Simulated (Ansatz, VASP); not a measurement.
Two plane-wave programs on TlCl

```
Tl Cl
1.0
     3.83400    0.00000    0.00000
     0.00000    3.83400    0.00000
     0.00000    0.00000    3.83400
Tl Cl
1 1
Direct
  0.00000 0.00000 0.00000
  0.50000 0.50000 0.50000
```

Alike in both runs: task single point; functional r2SCAN; dispersion D4; k mesh 4 × 4 × 4; no spin polarisation.

|  | VASP | Ansatz |
| --- | --- | --- |
| version | VASP 6.6.1 | Ansatz 0.2.0 |
| potentials or method | VASP PAW PBE potentials, release 64 (Tl_d, Cl), cutoff 550 eV | plane waves, PAW |
| occupations | gaussian, width 0.01 eV | fixed |
| valence electrons in the cell | 20 | 20 |

|  | VASP | Ansatz | Ansatz less VASP |
| --- | --- | --- | --- |
| gap on the k mesh at the Fermi level (eV) | 2.50 | 2.50 | -0.008 |

VASP's potentials were made for PBE, not for r2SCAN.

Neither program's run includes spin-orbit coupling.
